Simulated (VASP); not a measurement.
# AlN (P6_3mc) in VASP: single point with PBEsol

Aim: the single point of AlN with PBEsol.

Everything below comes from runs of VASP 6.6.1. Logs are shortened: lines on timing, memory, paths and dates and some standing lists are left out, and cuts for length are marked.

## Step 1: The cell of the first run

The structure is hexagonal, space group P6_3mc (No. 186). The conventional cell has a = 3.113 Å, b = 3.113 Å, c = 4.981 Å, α = 90.00°, β = 90.00°, γ = 120.00°. Al (site symmetry 3m) has 4 N at 1.89 Å within 2.5 Å. Within 2.5 Å of N (site symmetry 3m) lie 4 Al at 1.89 Å.

## Step 2: Single point, PBEsol

INCAR reads:

```
ALGO = Normal
EDIFF = 1E-7
ENCUT = 520
GGA = PS
ISIF = 2
ISMEAR = 0
LASPH = T
LCHARG = T
LELF = T
LREAL = F
LVHAR = T
LWAVE = F
NBANDS = 16
NELM = 60
PREC = Accurate
SIGMA = 0.01
```

KPOINTS reads:

```
k-points
0
Gamma
  5 5 3
```

POSCAR reads:

```
AlN
1.0
    3.1130000000      0.0000000000      0.0000000000
   -1.5565000000      2.6959370800      0.0000000000
    0.0000000000      0.0000000000      4.9810000000
Al N
2 2
Direct
    0.3333333300      0.6666666700      0.0000000000
    0.6666666700      0.3333333300      0.5000000000
    0.3333333300      0.6666666700      0.3800000000
    0.6666666700      0.3333333300      0.8800000000
```

Potentials or basis: VASP PAW PBE potentials, release 64 (Al, N).

On the command line:

```console
cat potpaw_PBE.64/Al/POTCAR potpaw_PBE.64/N/POTCAR > POTCAR
mpirun -np 1 vasp_std > vasp.out
```

OUTCAR:

```text
EDIFF = 1E-7
   ENCUT = 520
   GGA = PS
   ISIF = 2
   ISMEAR = 0
   LASPH = T
   LREAL = F
   NELM = 60
   PREC = Accurate

 ion  position               nearest neighbor table
   1  0.333  0.667  0.000-   3 1.89   4 1.89   4 1.89   4 1.89   2 3.07   2 3.07   2 3.07   2 3.07
                             2 3.07   2 3.07
   2  0.667  0.333  0.500-   4 1.89   3 1.89   3 1.89   3 1.89   1 3.07   1 3.07   1 3.07   1 3.07
                             1 3.07   1 3.07
   3  0.333  0.667  0.380-   1 1.89   2 1.89   2 1.89   2 1.89
   4  0.667  0.333  0.880-   2 1.89   1 1.89   1 1.89   1 1.89

  LATTYP: Found a hexagonal cell.
 ALAT       =     3.1130000000
 C/A-ratio  =     1.6000642467

  Lattice vectors:

 A1 = (   3.1130000000,   0.0000000000,   0.0000000000)
 A2 = (  -1.5565000000,   2.6959370800,   0.0000000000)
 A3 = (   0.0000000000,   0.0000000000,   4.9810000000)

Analysis of symmetry for initial positions (statically):
=====================================================================
 Subroutine PRICEL returns:
 Original cell was already a primitive cell.

 Routine SETGRP: Setting up the symmetry group for a
 hexagonal supercell.

 Subroutine GETGRP returns: Found 12 space group operations
 (whereof  6 operations were pure point group operations)
 out of a pool of 24 trial point group operations.

The static configuration has the point symmetry C_3v.
 The point group associated with its full space group is C_6v.

Analysis of symmetry for dynamics (positions and initial velocities):
=====================================================================
 Subroutine PRICEL returns:
 Original cell was already a primitive cell.

 Routine SETGRP: Setting up the symmetry group for a
 hexagonal supercell.

 Subroutine GETGRP returns: Found 12 space group operations
 (whereof  6 operations were pure point group operations)
 out of a pool of 24 trial point group operations.

The dynamic configuration has the point symmetry C_3v.
 The point group associated with its full space group is C_6v.

 Subroutine INISYM returns: Found 12 space group operations
 (whereof  6 operations are pure point group operations),
 and found     1 'primitive' translations

----------------------------------------------------------------------------------------

                                     Primitive cell
[... 80 lines left out ...]
   EDIFF  = 0.1E-06   stopping-criterion for ELM
   LREAL  =      F    real-space projection
   EDIFFG = 0.1E-05   stopping-criterion for IOM
   NSW    =      0    number of steps for IOM
   IBRION =     -1    ionic relax: 0-MD 1-quasi-New 2-CG
   NFREE  =      0    steps in history (QN), initial steepest desc. (CG)
   ISIF   =      2    stress and relaxation
   ISYM   =      2    0-nonsym 1-usesym 2-fastsym
   POTIM  = 0.5000    time-step for ionic-motion
   TEBEG  =    0.0;   TEEND  =   0.0 temperature during run
   PSTRESS=    0.0 pullay stress
   NELECT =      16.0000    total number of electrons
   NUPDOWN=      -1.0000    fix difference up-down
   EMIN   =  10.00;   EMAX   =-10.00  energy-range for DOS
   EFERMI =   0.00;   METHOD = LEGACY
   ISMEAR =     0;   SIGMA  =   0.01  broadening in eV -4-tet -1-fermi 0-gaus
   EFERMI_NEDOS =   21; number of points for ismear=-14 and -15
   IALGO  =     38    algorithm
   IMIX   =      4    mixing-type and parameters
     AMIX     =   0.40;   BMIX     =  1.00
     AMIX_MAG =   1.60;   BMIX_MAG =  1.00
  volume/ion in A,a.u.               =      10.45        70.52
  Fermi-wavevector in a.u.,A,eV,Ry     =   1.188629  2.246183 19.222843  1.412839
  Thomas-Fermi vector in A             =   2.324754
   LORBIT       =      0    0 simple, 1 ext, 2 COOP (PROOUT), +10 PAW based schemes
   GGA     = PS    functional components
   LHFCALC =     F    Hartree Fock is set to
   AEXX    =    0.0000 exact exchange contribution
   IVDW    =     0    specifies the selected vdW correction
   LEPSILON=     F    determine dielectric tensor
   LRPA    =     F    only Hartree local field effects (RPA)
 non-spin polarized calculation
 Gauss-broadening in eV      SIGMA  =   0.01
  energy-cutoff  :      520.00
  volume of cell :       41.80
 maximum number of plane-waves:      1142
 NGX is ok and might be reduce to    24
   NGX = 11   NGY = 11   NGZ = 19

 number of electron      15.9999997 magnetization

 Free energy of the ion-electron system (eV)
  ---------------------------------------------------
  ext. energy  EPLUGINS =         0.00000000
  ---------------------------------------------------
  free energy    TOTEN  =       -31.30253408 eV

  energy without entropy =      -31.30253408  energy(sigma->0) =      -31.30253408

 E-fermi :   6.0964     XC(G=0): -11.1028

 val. band max:        6.0337687082   @ k =   0.0000   0.0000   0.0000
 cond. band min:      10.1811761391   @ k =   0.0000   0.0000   0.0000
 fundamental gap:      4.1474074309
 Fermi energy:         6.0963932048

 k-point     1 :       0.0000    0.0000    0.0000
  band No.  band energies     occupation
      1      -9.1038      2.00000
      2      -6.9176      2.00000
      3      -0.0022      2.00000
      4       5.1986      2.00000
      5       5.1986      2.00000
      6       5.8539      2.00000
[... 167 lines left out ...]
      3       0.7158      2.00000
      4       1.1834      2.00000
      5       2.5681      2.00000
      6       3.4890      2.00000
[... 8 lines left out ...]
     15      19.1148      0.00000
     16      20.5054      0.00000

------------------------ aborting loop because EDIFF is reached ----------------------------------------

  FORCE on cell =-STRESS in cart. coord.  units (eV):
  Direction    XX          YY          ZZ          XY          YZ          ZX
  --------------------------------------------------------------------------------------
  -------------------------------------------------------------------------------------
  Total       -0.0685340     -0.0685340      0.3024584      0.0000000      0.0000000      0.0000000
  in kB       -2.6267033     -2.6267033     11.5923318      0.0000000      0.0000000      0.0000000
  external PRESSURE =       2.1129750 kB  Pullay stress =       0.0000000 kB

 VOLUME and BASIS-vectors are now :
 -----------------------------------------------------------------------------
  energy-cutoff  :      520.00
  volume of cell :       41.80
      direct lattice vectors                 reciprocal lattice vectors
     3.113000000  0.000000000  0.000000000     0.321233537  0.185464269  0.000000000
    -1.556500000  2.695937080  0.000000000     0.000000000  0.370928538  0.000000000
     0.000000000  0.000000000  4.981000000     0.000000000  0.000000000  0.200762899

 POSITION                                       TOTAL-FORCE (eV/Angst)
 -----------------------------------------------------------------------------------
     -0.00000      1.79729      0.00000        -0.000000     -0.000000     -0.135312
      1.55650      0.89865      2.49050         0.000000      0.000000     -0.135312
     -0.00000      1.79729      1.89278         0.000000      0.000000      0.135312
      1.55650      0.89865      4.38328        -0.000000     -0.000000      0.135312
 -----------------------------------------------------------------------------------
    total drift:                               -0.000009      0.000005      0.000369

  FREE ENERGIE OF THE ION-ELECTRON SYSTEM (eV)
  ---------------------------------------------------
  free  energy   TOTEN  =       -31.3025340831 eV

  energy  without entropy=      -31.3025340831  energy(sigma->0) =      -31.30253408
```

Wall time 16 s (1 thread of AMD EPYC 7R13, shared host); peak memory 0.12 GiB.

What came out:

```yaml
Free_energy: -31.3025 eV
Pressure: 0.2 GPa
Largest_force: 0.135 eV/Å
Band_gap_on_the_k_mesh: 4.15 eV, direct
```

Forces in eV/Å, atoms in the order of the input:
```
Al   0.000  0.000 -0.135
Al   0.000  0.000 -0.135
N    0.000  0.000  0.135
N    0.000  0.000  0.135
```

Levels at points of the mesh, in eV from the valence-band top:
```
           k point  band 4  band 5  band 6  band 7  band 8  band 9  band 10  band 11  band 12  band 13
(0.00, 0.00, 0.00)   -0.84   -0.84   -0.18   -0.18    0.00    4.15     6.57    10.51    11.05    11.05
```

Caveat: the k points lie up to 0.47 Å⁻¹ apart; the PAW data sets were made with another functional, which shifts forces and pressure a little. Expect the measured gap to be larger: semilocal functionals such as PBEsol lack the derivative discontinuity.
